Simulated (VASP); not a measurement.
# SiC in VASP: further runs

The runs below take SiC through single point, with r2SCAN.

Program: VASP 6.6.1. These are calculated values, not measurements. Logs are shortened: lines on timing, memory, paths and dates and some standing lists are left out, and cuts for length are marked.

## 1. The cell of the first run

Symmetry: I-4m2, No. 119, tetragonal system. The conventional cell has a = 3.167 Å, b = 3.167 Å, c = 4.348 Å, α = 90.00°, β = 90.00°, γ = 90.00°. Si (site symmetry -4m2) has 4 C at 1.92 Å within 2.5 Å. C (site symmetry -4m2) has 4 Si at 1.92 Å within 2.5 Å.

## 2. Single point, r2SCAN (strain +0.030 along x and y, +0.000 along z)

The input, POSCAR:

```
SiC
1.0
    0.0000000000      2.2392200000      2.1740000000
    2.2392200000      0.0000000000      2.1740000000
    2.2392200000      2.2392200000      0.0000000000
Si C
1 1
Direct
    0.0000000000      0.0000000000      0.0000000000
    0.7500000000      0.7500000000      0.7500000000
```

The input, INCAR.step1:

```
SYSTEM = SiC
ALGO = Normal
EDIFF = 1E-4
ENCUT = 520
GGA = PE
ISMEAR = 0
LASPH = .True.
LCHARG = .False.
LREAL = .False.
LWAVE = .True.
NBANDS = 11
NELM = 100
PREC = Accurate
SIGMA = 0.05
```

The input, INCAR.step2:

```
SYSTEM = SiC
ALGO = Normal
EDIFF = 1E-6
ENCUT = 520
ISIF = 2
ISMEAR = 0
ISTART = 1
LASPH = .True.
LCHARG = .False.
LMIXTAU = .True.
LREAL = .False.
LWAVE = .False.
METAGGA = R2SCAN
NBANDS = 11
NELM = 100
PREC = Accurate
SIGMA = 0.05
```

The input, KPOINTS:

```
k-points
0
Gamma
  12 12 12
  0 0 0
```

Potentials or basis: VASP PAW PBE potentials, release 64 (Si, C).

On the command line:

```sh
> cat potpaw_PBE.64/Si/POTCAR potpaw_PBE.64/C/POTCAR > POTCAR
> cp INCAR.step1 INCAR
> mpirun -np 1 vasp_std > vasp.out
> cp INCAR.step2 INCAR
> mpirun -np 1 vasp_std > vasp.out
```

OUTCAR:

```text
SYSTEM = SiC
   EDIFF = 1E-6
   ENCUT = 520
   ISIF = 2
   ISMEAR = 0
   ISTART = 1
   LASPH = .True.
   LREAL = .False.
   METAGGA = R2SCAN
   NELM = 100
   PREC = Accurate

 ion  position               nearest neighbor table
   1  0.000  0.000  0.000-   2 1.92   2 1.92   2 1.92   2 1.92
   2  0.750  0.750  0.750-   1 1.92   1 1.92   1 1.92   1 1.92

  LATTYP: Found a body centered tetragonal cell.
 ALAT       =     3.1667352931
 C/A-ratio  =     1.3730228761

  Lattice vectors:

 A1 = (   0.0000000000,  -2.2392200000,  -2.1740000000)
 A2 = (   0.0000000000,   2.2392200000,  -2.1740000000)
 A3 = (   2.2392200000,   0.0000000000,   2.1740000000)

Analysis of symmetry for initial positions (statically):
=====================================================================
 Subroutine PRICEL returns:
 Original cell was already a primitive cell.

 Routine SETGRP: Setting up the symmetry group for a
 body centered tetragonal supercell.

 Subroutine GETGRP returns: Found  8 space group operations
 (whereof  8 operations were pure point group operations)
 out of a pool of 16 trial point group operations.

The static configuration has the point symmetry D_2d.

Analysis of symmetry for dynamics (positions and initial velocities):
=====================================================================
 Subroutine PRICEL returns:
 Original cell was already a primitive cell.

 Routine SETGRP: Setting up the symmetry group for a
 body centered tetragonal supercell.

 Subroutine GETGRP returns: Found  8 space group operations
 (whereof  8 operations were pure point group operations)
 out of a pool of 16 trial point group operations.

The dynamic configuration has the point symmetry D_2d.

 Subroutine INISYM returns: Found  8 space group operations
 (whereof  8 operations are pure point group operations),
 and found     1 'primitive' translations

----------------------------------------------------------------------------------------

                                     Primitive cell

  volume of cell :      21.8013

  direct lattice vectors                    reciprocal lattice vectors
     0.000000000  2.239220000  2.174000000    -0.223292039  0.223292039  0.229990800
     2.239220000  0.000000000  2.174000000     0.223292039 -0.223292039  0.229990800
     2.239220000  2.239220000  0.000000000     0.223292039  0.223292039 -0.229990800

  length of vectors
     3.120958540  3.120958540  3.166735293     0.390658979  0.390658979  0.390658979

  position of ions in fractional coordinates (direct lattice)
[... 82 lines left out ...]
   NSW    =      0    number of steps for IOM
   IBRION =     -1    ionic relax: 0-MD 1-quasi-New 2-CG
   NFREE  =      0    steps in history (QN), initial steepest desc. (CG)
   ISIF   =      2    stress and relaxation
   ISYM   =      2    0-nonsym 1-usesym 2-fastsym
   POTIM  = 0.5000    time-step for ionic-motion
   TEBEG  =    0.0;   TEEND  =   0.0 temperature during run
   PSTRESS=    0.0 pullay stress
   NELECT =       8.0000    total number of electrons
   NUPDOWN=      -1.0000    fix difference up-down
   EMIN   =  10.00;   EMAX   =-10.00  energy-range for DOS
   EFERMI =   0.00;   METHOD = LEGACY
   ISMEAR =     0;   SIGMA  =   0.05  broadening in eV -4-tet -1-fermi 0-gaus
   EFERMI_NEDOS =   21; number of points for ismear=-14 and -15
   IALGO  =     38    algorithm
   IMIX   =      4    mixing-type and parameters
     AMIX     =   0.40;   BMIX     =  1.00
     AMIX_MAG =   1.60;   BMIX_MAG =  1.00
  volume/ion in A,a.u.               =      10.90        73.56
  Fermi-wavevector in a.u.,A,eV,Ry     =   1.172044  2.214841 18.690139  1.373686
  Thomas-Fermi vector in A             =   2.308478
   LORBIT       =      0    0 simple, 1 ext, 2 COOP (PROOUT), +10 PAW based schemes
   METAGGA = R2SCAN    functional components
   LHFCALC =     F    Hartree Fock is set to
   AEXX    =    0.0000 exact exchange contribution
   IVDW    =     0    specifies the selected vdW correction
   LEPSILON=     F    determine dielectric tensor
   LRPA    =     F    only Hartree local field effects (RPA)
 non-spin polarized calculation
 Gauss-broadening in eV      SIGMA  =   0.05
  energy-cutoff  :      520.00
  volume of cell :       21.80
 maximum number of plane-waves:       604
   NGX = 11   NGY = 11   NGZ = 11

 number of electron       8.0000000 magnetization

 Free energy of the ion-electron system (eV)
  ---------------------------------------------------
  ext. energy  EPLUGINS =         0.00000000
  ---------------------------------------------------
  free energy    TOTEN  =       -19.27540737 eV

  energy without entropy =      -19.27540737  energy(sigma->0) =      -19.27540737

 E-fermi :   7.8076     XC(G=0): -11.7027

 val. band max:        7.5441118247   @ k =   0.0000   0.0000   0.0000
 cond. band min:       8.9951764528   @ k =   0.5000   0.5000   0.0000
 fundamental gap:      1.4510646281
 Fermi energy:         7.8076464152

 k-point     1 :       0.0000    0.0000    0.0000
  band No.  band energies     occupation
      1      -8.3588      2.00000
      2       7.3480      2.00000
      3       7.3480      2.00000
      4       7.5441      2.00000
      5      13.5850      0.00000
      6      14.8190      0.00000
      7      14.9151      0.00000
      8      14.9151      0.00000
      9      21.8567      0.00000
     10      22.7091      0.00000
     11      24.3318      0.00000
[... 309 lines left out ...]
 k-point    24 :      -0.4167    0.1667    0.0000
  band No.  band energies     occupation
      1      -4.6070      2.00000
      2      -0.5873      2.00000
      3       4.4783      2.00000
      4       5.6648      2.00000
      5      12.6509      0.00000
      6      15.4913      0.00000
      7      16.1040      0.00000
      8      19.0583      0.00000
      9      22.3080      0.00000
     10      23.3593      0.00000
     11      26.3467      0.00000

 [... further k-points ...]
[... 5 lines left out ...]
  --------------------------------------------------------------------------------------
  -------------------------------------------------------------------------------------
  Total       -1.8630437     -1.8630437     -0.8137106      0.0000000      0.0000000     -0.0000000
  in kB     -136.9148505   -136.9148505    -59.7994915      0.0000000      0.0000000     -0.0000000
  external PRESSURE =    -111.2097308 kB  Pullay stress =       0.0000000 kB

 VOLUME and BASIS-vectors are now :
 -----------------------------------------------------------------------------
  energy-cutoff  :      520.00
  volume of cell :       21.80
      direct lattice vectors                 reciprocal lattice vectors
     0.000000000  2.239220000  2.174000000    -0.223292039  0.223292039  0.229990800
     2.239220000  0.000000000  2.174000000     0.223292039 -0.223292039  0.229990800
     2.239220000  2.239220000  0.000000000     0.223292039  0.223292039 -0.229990800

 POSITION                                       TOTAL-FORCE (eV/Angst)
 -----------------------------------------------------------------------------------
      0.00000      0.00000      0.00000        -0.000000     -0.000000      0.000000
      3.35883      3.35883      3.26100         0.000000      0.000000      0.000000
 -----------------------------------------------------------------------------------
    total drift:                                0.000001      0.000001     -0.000001

  FREE ENERGIE OF THE ION-ELECTRON SYSTEM (eV)
  ---------------------------------------------------
  free  energy   TOTEN  =       -19.2754073690 eV

  energy  without entropy=      -19.2754073690  energy(sigma->0) =      -19.27540737
```

OUTCAR.step1:

```text
SYSTEM = SiC
   EDIFF = 1E-4
   ENCUT = 520
   GGA = PE
   ISMEAR = 0
   LASPH = .True.
   LREAL = .False.
[... 557 lines left out ...]
      0.00000      0.00000      0.00000         0.000000      0.000000      0.000000
      3.35883      3.35883      3.26100        -0.000000     -0.000000     -0.000000
 -----------------------------------------------------------------------------------
    total drift:                               -0.000000     -0.000000      0.000000

  FREE ENERGIE OF THE ION-ELECTRON SYSTEM (eV)
  ---------------------------------------------------
  free  energy   TOTEN  =       -15.0323471887 eV

  energy  without entropy=      -15.0323471887  energy(sigma->0) =      -15.03234719
```

It took 2.7 min on 1 thread of AMD EPYC 7R43 (Zen 3), shared host; peak memory 0.13 GiB.

What came out:

* Free energy: -19.2754 eV
* Pressure: -11.1 GPa
* Band gap on the k mesh: 1.45 eV, indirect (least direct gap 4.95 eV)

Stress tensor (GPa, compression positive):
```
-13.69   0.00   0.00
  0.00 -13.69   0.00
  0.00   0.00  -5.98
```

Caveat: the cell differs from its parent crystal (strain +0.030 along x and y, +0.000 along z); the PAW data sets were made with another functional, which shifts forces and pressure a little.

## 3. Single point, r2SCAN (strain +0.030 along x and y, +0.030 along z)

The input, POSCAR:

```
SiC
1.0
    0.0000000000      2.2392200000      2.2392200000
    2.2392200000      0.0000000000      2.2392200000
    2.2392200000      2.2392200000      0.0000000000
Si C
1 1
Direct
    0.0000000000      0.0000000000      0.0000000000
    0.7500000000      0.7500000000      0.7500000000
```

The input, INCAR.step1:

```
SYSTEM = SiC
PREC = Accurate
ENCUT = 660
ISMEAR = 0
SIGMA = 0.05
LREAL = .False.
LASPH = .True.
NELM = 120
NBANDS = 11
GGA = PE
ALGO = Normal
EDIFF = 1E-5
LWAVE = .True.
LCHARG = .False.
GGA_COMPAT = .False.
```

The input, INCAR.step2:

```
SYSTEM = SiC
PREC = Accurate
ENCUT = 660
EDIFF = 1E-6
ISMEAR = 0
SIGMA = 0.05
LREAL = .False.
LASPH = .True.
NELM = 120
ALGO = Normal
ISIF = 2
LWAVE = .False.
LCHARG = .False.
METAGGA = R2SCAN
LMIXTAU = .True.
NBANDS = 11
ISTART = 1
GGA_COMPAT = .False.
```

The input, KPOINTS:

```
Automatic mesh
0
Gamma
  12 12 12
  0 0 0
```

Potentials or basis: VASP PAW PBE potentials, release 64 (Si, C).

On the command line:

```sh
> cat potpaw_PBE.64/Si/POTCAR potpaw_PBE.64/C/POTCAR > POTCAR
> cp INCAR.step1 INCAR
> mpirun -np 1 vasp_std > vasp.out
> cp INCAR.step2 INCAR
> mpirun -np 1 vasp_std > vasp.out
```

Wall time 69 s (1 thread of Intel Xeon 6975P-C, shared host); peak memory 0.17 GiB.

It converged, with:

| Item | Value |
| --- | --- |
| Free energy | -19.2343 eV |
| Pressure | -16.3 GPa |
| Band gap on the k mesh | 1.77 eV, indirect (least direct gap 4.95 eV) |

Levels at points of the mesh, in eV from the valence-band top:
| k point | band 1 | band 2 | band 3 | band 4 | band 5 | band 6 | band 7 | band 8 |
| --- | --- | --- | --- | --- | --- | --- | --- | --- |
| (0.00, 0.00, 0.00) | -15.54 | 0.00 | 0.00 | 0.00 | 5.81 | 7.26 | 7.26 | 7.26 |
| (0.50, 0.00, 0.00) | -12.21 | -8.38 | -1.09 | -1.09 | 5.22 | 7.40 | 7.40 | 10.46 |
| (0.50, 0.50, 0.00) | -10.83 | -7.80 | -3.17 | -3.17 | 1.77 | 4.51 | 14.13 | 14.13 |

Caveat: the cell differs from its parent crystal (strain +0.030 along x and y, +0.030 along z); the PAW data sets were made with another functional, which shifts forces and pressure a little.

## 4. Single point, r2SCAN (strain -0.015 along x and y, -0.030 along z)

The input, POSCAR:

```
SiC
1.0
    0.0000000000      2.1413900000      2.1087800000
    2.1413900000      0.0000000000      2.1087800000
    2.1413900000      2.1413900000      0.0000000000
Si C
1 1
Direct
    0.0000000000      0.0000000000      0.0000000000
    0.7500000000      0.7500000000      0.7500000000
```

The input, INCAR.step1:

```
SYSTEM = SiC
ALGO     = Normal         ! electronic algorithm
EDIFF    = 1E-5           ! SCF threshold, eV
ENCUT    = 660            ! plane-wave cutoff, eV
GGA      = PE             ! functional
GGA_COMPAT= .False.      
ISMEAR   = 0              ! smearing method
LASPH    = .True.         ! aspherical terms in the spheres
LCHARG   = .False.        ! write CHGCAR
LREAL    = .False.        ! projectors in reciprocal space
LWAVE    = .True.         ! write WAVECAR
NBANDS   = 11             ! bands
NELM     = 120            ! most SCF steps
PREC     = Accurate       ! precision mode
SIGMA    = 0.05           ! smearing width, eV
```

The input, INCAR.step2:

```
SYSTEM = SiC
ALGO     = Normal         ! electronic algorithm
EDIFF    = 1E-6           ! SCF threshold, eV
ENCUT    = 660            ! plane-wave cutoff, eV
GGA_COMPAT= .False.      
ISIF     = 2              ! what is computed and relaxed
ISMEAR   = 0              ! smearing method
ISTART   = 1            
LASPH    = .True.         ! aspherical terms in the spheres
LCHARG   = .False.        ! write CHGCAR
LMIXTAU  = .True.       
LREAL    = .False.        ! projectors in reciprocal space
LWAVE    = .False.        ! write WAVECAR
METAGGA  = R2SCAN         ! meta-GGA
NBANDS   = 11             ! bands
NELM     = 120            ! most SCF steps
PREC     = Accurate       ! precision mode
SIGMA    = 0.05           ! smearing width, eV
```

The input, KPOINTS:

```
k-points
0
Gamma
  12 12 12
  0 0 0
```

On the command line:

```sh
> cat potpaw_PBE.64/Si/POTCAR potpaw_PBE.64/C/POTCAR > POTCAR
> cp INCAR.step1 INCAR
> mpirun -np 1 vasp_std > vasp.out
> cp INCAR.step2 INCAR
> mpirun -np 1 vasp_std > vasp.out
```

It took 2.6 min on 1 thread of Intel Xeon 6975P-C, shared host; peak memory 0.19 GiB.

It converged, with:

```
Free energy            : -19.2633 eV
Pressure               : 16.7 GPa
Band gap on the k mesh : 1.51 eV, indirect (least direct gap 5.12 eV)
```

Stress tensor (GPa, compression positive):
```
15.26  0.00  0.00
 0.00 15.26  0.00
 0.00  0.00 19.46
```

Levels at points of the mesh, in eV from the valence-band top:
```csv
k point,band 1,band 2,band 3,band 4,band 5,band 6,band 7,band 8
"(0.00, 0.00, 0.00)",-16.80,-0.11,-0.11,0.00,7.62,8.27,8.32,8.32
"(0.50, 0.00, 0.00)",-12.91,-9.27,-1.29,-1.09,6.56,7.86,8.15,11.30
"(0.50, 0.50, 0.00)",-11.29,-8.20,-3.66,-3.66,1.51,4.84,15.86,15.86
"(0.50, 0.00, 0.50)",-11.42,-8.41,-3.48,-3.46,1.66,5.12,15.66,16.22
```

Caveat: the cell differs from its parent crystal (strain -0.015 along x and y, -0.030 along z); the PAW data sets were made with another functional, which shifts forces and pressure a little.

## 5. Overview

| cell | cutoff (eV) | gap on the mesh (eV) | pressure (GPa) |
| --- | --- | --- | --- |
| a = 3.121, b = 3.121, c = 3.167 Å, angles 59.5, 59.5, 61.0°, 2 atoms | 520 | 1.45 | -11.1 |
| a = 3.167 Å, angles 60.0°, 2 atoms | 660 | 1.77 | -16.3 |
| a = 3.005, b = 3.005, c = 3.028 Å, angles 59.7, 59.7, 60.5°, 2 atoms | 660 | 1.51 | 16.7 |

Alike in all rows: task single point; level r2SCAN; potentials or basis VASP PAW PBE potentials, release 64 (Si, C); no spin polarisation; k mesh 12 × 12 × 12; smearing gaussian 0.05 eV.

Caveats: the PAW data sets were made with another functional, which shifts forces and pressure a little.

Total energies depend on the potentials used, so only differences within one code and one set of settings carry meaning.
